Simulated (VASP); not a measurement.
# Pt (I4/mmm) in VASP: a series of runs, part 2 of 2

VASP 6.6.1. The steps go on from the part before.

## Step 3: Single point, PBE

This run uses another cell than the first one, of the same volume but with other edges.

File INCAR:

```
SYSTEM = Pt
PREC = Accurate
ENCUT = 520
EDIFF = 1E-6
ISMEAR = 0
SIGMA = 0.15
LREAL = .FALSE.
LASPH = .TRUE.
NELM = 100
ALGO = Normal
ISIF = 2
LWAVE = .FALSE.
LCHARG = .FALSE.
GGA = PE
NBANDS = 11
```

File KPOINTS:

```
Automatic mesh
0
G
  12 12 12
  0 0 0
```

File POSCAR:

```
Pt
1.0
    0.0000000000      2.0130809107      1.8520344378
    2.0130809107      0.0000000000      1.8520344378
    2.0130809107      2.0130809107      0.0000000000
Pt
1
Direct
    0.0000000000      0.0000000000      0.0000000000
```

Potentials or basis: VASP PAW PBE potentials, release 64 (Pt).

Started as:

```sh
> cat potpaw_PBE.64/Pt/POTCAR > POTCAR
> mpirun -np 1 vasp_std > vasp.out
```

Wall time 36 s (1 thread of Intel Xeon 8259CL, shared host); peak memory 0.15 GiB.

The run converged. Its results:

```
Free energy            : -6.0765 eV
Pressure               : 11.6 GPa
Band gap on the k mesh : zero (band 5 reaches 12.17 eV, above the bottom of band 6 at 9.63 eV)
```

Stress tensor (GPa, compression positive):
```
 9.85  0.00  0.00
 0.00  9.85  0.00
 0.00  0.00 15.02
```

Levels at points of the mesh, in eV from the Fermi level:
```tsv
k point	band 1	band 2	band 3	band 4	band 5	band 6	band 7	band 8	band 9	band 10
(0.00, 0.00, 0.00)	-10.25	-4.07	-4.07	-3.14	-2.20	-1.15	14.76	18.91	18.91	21.22
(0.50, 0.00, 0.00)	-7.35	-4.34	-3.35	-0.46	-0.21	0.32	5.95	14.07	18.27	20.06
(0.50, 0.50, 0.00)	-7.03	-6.66	0.02	0.54	0.54	2.94	10.41	10.44	10.44	19.49
(0.50, 0.00, 0.50)	-7.16	-6.59	-0.05	0.11	0.83	1.27	8.28	11.68	12.31	20.84
```

Caveat: spin-orbit coupling is left out, which moves the levels of the heavy elements.

## Step 4: Single point, PBE

This run uses another cell than the first one, of the same volume but with other edges.

File INCAR:

```
ALGO = Normal
EDIFF = 1E-6
ENCUT = 520
GGA = PE
ISIF = 2
ISMEAR = 0
LASPH = True
LCHARG = True
LELF = True
LREAL = False
LVHAR = True
LWAVE = False
NBANDS = 11
NELM = 80
PREC = Accurate
SIGMA = 0.15
```

File KPOINTS:

```
k-points
0
Gamma
  12 12 12
```

File POSCAR:

```
Pt
1.0
    0.0000000000      1.8966751085      2.0863426194
    1.8966751085      0.0000000000      2.0863426194
    1.8966751085      1.8966751085      0.0000000000
Pt
1
Direct
    0.0000000000      0.0000000000      0.0000000000
```

Potentials or basis: VASP PAW PBE potentials, release 64 (Pt).

Started as:

```sh
> cat potpaw_PBE.64/Pt/POTCAR > POTCAR
> mpirun -np 1 vasp_std > vasp.out
```

OUTCAR:

```text
EDIFF = 1E-6
   ENCUT = 520
   GGA = PE
   ISIF = 2
   ISMEAR = 0
   LASPH = True
   LREAL = False
   NELM = 80
   PREC = Accurate

 ion  position               nearest neighbor table
   1  0.000  0.000  0.000-

  LATTYP: Found a body centered tetragonal cell.
 ALAT       =     2.6823036619
 C/A-ratio  =     1.5556349186

  Lattice vectors:

 A1 = (  -1.8966751085,   0.0000000000,   2.0863426194)
 A2 = (   1.8966751085,   0.0000000000,   2.0863426194)
 A3 = (   0.0000000000,   1.8966751085,  -2.0863426194)

[... 515 lines left out ...]

 [... further k-points ...]

------------------------ aborting loop because EDIFF is reached ----------------------------------------

  FORCE on cell =-STRESS in cart. coord.  units (eV):
  Direction    XX          YY          ZZ          XY          YZ          ZX
  --------------------------------------------------------------------------------------
  -------------------------------------------------------------------------------------
  Total        1.5286142      1.5286142      0.3782600      0.0000000      0.0000000     -0.0000000
  in kB      163.1574674    163.1574674     40.3737904      0.0000000      0.0000000     -0.0000000
  external PRESSURE =     122.2295751 kB  Pullay stress =       0.0000000 kB

 VOLUME and BASIS-vectors are now :
 -----------------------------------------------------------------------------
  energy-cutoff  :      520.00
  volume of cell :       15.01
      direct lattice vectors                 reciprocal lattice vectors
     0.000000000  1.896675108  2.086342619    -0.263619213  0.263619213  0.239653830
     1.896675108  0.000000000  2.086342619     0.263619213 -0.263619213  0.239653830
     1.896675108  1.896675108  0.000000000     0.263619213  0.263619213 -0.239653830

 POSITION                                       TOTAL-FORCE (eV/Angst)
 -----------------------------------------------------------------------------------
      0.00000      0.00000      0.00000         0.000000      0.000000      0.000000
 -----------------------------------------------------------------------------------
    total drift:                               -0.000000      0.000000     -0.000000

  FREE ENERGIE OF THE ION-ELECTRON SYSTEM (eV)
  ---------------------------------------------------
  free  energy   TOTEN  =        -6.0598481545 eV

  energy  without entropy=       -6.0422616546  energy(sigma->0) =       -6.05105490
```

OSZICAR:

```text
N       E                     dE             d eps       ncg     rms          rms(c)
DAV:   1     0.400605511478E+02    0.40061E+02   -0.53366E+03  3674   0.845E+02
DAV:   2    -0.585923302911E+01   -0.45920E+02   -0.44150E+02  4090   0.178E+02
DAV:   3    -0.642117659574E+01   -0.56194E+00   -0.55803E+00  4187   0.189E+01
DAV:   4    -0.642341163708E+01   -0.22350E-02   -0.22349E-02  4105   0.139E+00
DAV:   5    -0.642342954224E+01   -0.17905E-04   -0.17906E-04  4204   0.116E-01    0.131E+01
DAV:   6    -0.610200149191E+01    0.32143E+00   -0.71431E-01  3853   0.675E+00    0.697E+00
DAV:   7    -0.606329711858E+01    0.38704E-01   -0.13948E-01  4159   0.292E+00    0.250E+00
DAV:   8    -0.605998114974E+01    0.33160E-02   -0.54484E-03  3889   0.644E-01    0.497E-01
DAV:   9    -0.605984292125E+01    0.13823E-03   -0.80567E-05  4027   0.821E-02    0.188E-02
DAV:  10    -0.605984819722E+01   -0.52760E-05   -0.28104E-06  4396   0.127E-02    0.638E-03
DAV:  11    -0.605984815451E+01    0.42712E-07   -0.37328E-08  2075   0.174E-03
   1 F= -.60598482E+01 E0= -.60510549E+01  d E =-.175865E-01
```

stdout:

```text
POSCAR found type information on POSCAR Pt
 POSCAR found :  1 types and       1 ions
 scaLAPACK will be used
 LDA part: xc-table for (Slater+PW92), standard interpolation
 POSCAR, INCAR and KPOINTS ok, starting setup
 FFT: planning ... GRIDC
 FFT: planning ... GRID_SOFT
 FFT: planning ... GRID
 WAVECAR not read
 entering main loop
```

Wall time 32 s (1 thread of Intel Xeon 8259CL, shared host); peak memory 0.15 GiB.

Results:

| Property | Result |
| --- | --- |
| Free energy | -6.0598 eV |
| Pressure | 12.2 GPa |
| Band gap on the k mesh | zero (band 5 reaches 12.40 eV, above the bottom of band 6 at 9.73 eV) |

Caveat: spin-orbit coupling is left out, which moves the levels of the heavy elements.

## Step 5: Single point, PBE

This run uses another cell than the first one, of the same volume but with other edges.

File INCAR:

```
PREC = Accurate ; ENCUT = 520
EDIFF = 1E-6 ; ISMEAR = 0
SIGMA = 0.15 ; LREAL = F
LASPH = T ; NELM = 80
ALGO = Fast ; ISIF = 2
LWAVE = F ; LCHARG = T
GGA = PE ; LELF = T
LVHAR = T ; NBANDS = 11
```

File KPOINTS:

```
regular mesh
0
Gamma
  12 12 12
```

File POSCAR:

```
Pt
1.0
    0.0000000000      2.2602304467      1.4691497903
    2.2602304467      0.0000000000      1.4691497903
    2.2602304467      2.2602304467      0.0000000000
Pt
1
Direct
    0.0000000000      0.0000000000      0.0000000000
```

Started as:

```sh
> cat potpaw_PBE.64/Pt/POTCAR > POTCAR
> mpirun -np 1 vasp_std > vasp.out
```

Run time: 38 s. Hardware: 1 thread of Intel Xeon 8259CL, shared host; peak memory 0.15 GiB.

The run converged. Its results:

```
Free energy            : -6.0104 eV
Pressure               : 13.5 GPa
Band gap on the k mesh : zero (band 5 reaches 12.24 eV, above the bottom of band 6 at 9.99 eV)
```

Stress tensor (GPa, compression positive):
```
16.31  0.00  0.00
 0.00 16.31  0.00
 0.00  0.00  7.90
```

Levels at points of the mesh, in eV from the Fermi level:
```csv
k point,band 2,band 3,band 4,band 5,band 6,band 7,band 8,band 9
"(0.00, 0.00, 0.00)",-4.29,-3.50,-3.50,-1.77,-0.69,16.49,16.49,18.31
"(0.50, 0.00, 0.00)",-5.60,-1.30,-0.32,0.28,1.10,6.98,12.95,15.56
"(0.50, 0.50, 0.00)",-6.65,0.45,0.45,0.72,6.89,6.89,9.56,13.25
"(0.50, 0.00, 0.50)",-4.75,-2.03,-1.04,-0.30,0.98,6.20,13.88,17.69
```

Caveat: spin-orbit coupling is left out, which moves the levels of the heavy elements.

## Step 6: Single point, PBE

This run uses another cell than the first one, of the same volume but with other edges.

File INCAR:

```
PREC = Accurate
ENCUT = 520
EDIFF = 1E-6
ISMEAR = 0
SIGMA = 0.15
LREAL = F
LASPH = T
NELM = 80
ALGO = Normal
ISIF = 2
LWAVE = F
LCHARG = F
GGA = PE
NBANDS = 11
```

KPOINTS is that of step 5.

File POSCAR:

```
Pt
1.0
    0.0000000000      1.7103831919      2.5655747879
    1.7103831919      0.0000000000      2.5655747879
    1.7103831919      1.7103831919      0.0000000000
Pt
1
Direct
    0.0000000000      0.0000000000      0.0000000000
```

Potentials or basis: VASP PAW PBE potentials, release 64 (Pt).

Started as:

```sh
> cat potpaw_PBE.64/Pt/POTCAR > POTCAR
> mpirun -np 1 vasp_std > vasp.out
```

Wall time 29 s (1 thread of Intel Xeon 8259CL, shared host); peak memory 0.15 GiB.

The run converged. Its results:

- Free energy: -5.1454 eV
- Pressure: 46.2 GPa
- Band gap on the k mesh: zero (band 5 reaches 14.69 eV, above the bottom of band 6 at 9.33 eV)

Stress tensor (GPa, compression positive):
```
 75.87   0.00   0.00
  0.00  75.87   0.00
  0.00   0.00 -13.04
```

Levels at points of the mesh, in eV from the Fermi level:
```
           k point  band 2  band 3  band 4  band 5  band 6  band 7  band 8  band 9
(0.00, 0.00, 0.00)   -6.96   -4.95   -1.29   -1.29    0.95   13.31   17.14   22.82
(0.50, 0.00, 0.00)   -5.87   -2.17   -0.24    0.09    0.16    7.74   10.96   20.54
(0.50, 0.50, 0.00)   -7.50   -1.71    0.35    0.35    1.13    3.01   17.19   17.19
(0.50, 0.00, 0.50)   -5.76   -2.35   -0.71    3.42    5.23    9.92   11.53   13.78
```

Caveat: spin-orbit coupling is left out, which moves the levels of the heavy elements.

## Step 7: The runs side by side

```tsv
cell	gap on the mesh (eV)	pressure (GPa)
a = 2.942, b = 2.942, c = 2.537 Å, angles 64.5, 64.5, 51.1°, 1 atom	none	23.3
a = 2.735, b = 2.735, c = 2.847 Å, angles 58.6, 58.6, 62.7°, 1 atom	none	11.6
a = 2.820, b = 2.820, c = 2.682 Å, angles 61.6, 61.6, 56.8°, 1 atom	none	12.2
a = 2.696, b = 2.696, c = 3.196 Å, angles 53.6, 53.6, 72.7°, 1 atom	none	13.5
a = 3.083, b = 3.083, c = 2.419 Å, angles 66.9, 66.9, 46.2°, 1 atom	none	46.2
```

Alike in all rows: task single point; level PBE; potentials or basis VASP PAW PBE potentials, release 64 (Pt); no spin polarisation; k mesh 12 × 12 × 12; cutoff (eV) 520; smearing gaussian 0.15 eV.

Caveats: spin-orbit coupling is left out, which moves the levels of the heavy elements.

Absolute energies hang on the potentials; compare differences alone.
